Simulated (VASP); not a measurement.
CaO:

```
Ca O
1.0
     1.86215    1.07511    5.92465
    -1.86215    1.07511    5.92465
     0.00000   -2.15022    5.92465
Ca O
2 2
Direct
  0.99931 0.99931 0.99931
  0.49931 0.49931 0.49931
  0.37569 0.37569 0.37569
  0.87569 0.87569 0.87569
```

| Item | Value |
| --- | --- |
| Program | VASP 6.6.1 |
| Task | relaxation of cell and atoms |
| Functional | PBE |
| Potentials or basis | VASP PAW PBE potentials, release 64 (Ca_sv, O) |
| Cutoff | 600 eV |
| k mesh | 6 × 6 × 6 |
| Occupations | gaussian, width 0.02 eV |
| Spin | no spin polarisation |

At the start: pressure 1.6 GPa; volume 17.79 Å³/atom.

Q: Where does the relaxation end?

A: Over 8 steps the energy falls by 7.8 meV/atom and the volume is 18.12 Å³/atom (+1.8 %); space group R3m (No. 160, to 0.1 Å) before, F-43m (No. 216, to 0.1 Å).

The path:
| step | energy change (eV) | largest force (eV/Å) | pressure (GPa) | volume (Å³) |
| --- | --- | --- | --- | --- |
| 1 | 0.0000 | 0.3589 | 1.59 | 71.17 |
| 2 | -0.0296 | 0.0427 | -0.57 | 72.99 |
| 3 | -0.0304 | 0.0040 | -0.30 | 72.73 |
| 4 | -0.0309 | 0.0158 | 0.04 | 72.40 |
| 5 | -0.0309 | 0.0157 | 0.04 | 72.40 |
| 6 | -0.0309 | 0.0156 | 0.04 | 72.41 |
| 7 | -0.0309 | 0.0125 | 0.00 | 72.42 |
| 8 | -0.0310 | 0.0042 | -0.03 | 72.47 |

Final structure:
```
Ca O
1.0
     1.85697    1.07212    6.06683
    -1.85697    1.07212    6.06683
     0.00000   -2.14425    6.06683
Ca O
2 2
Cartesian
  0.0000 0.0000 0.0002
  0.0000 0.0000 9.1005
  0.0000 0.0000 6.8249
  0.0000 0.0000 15.9252
```
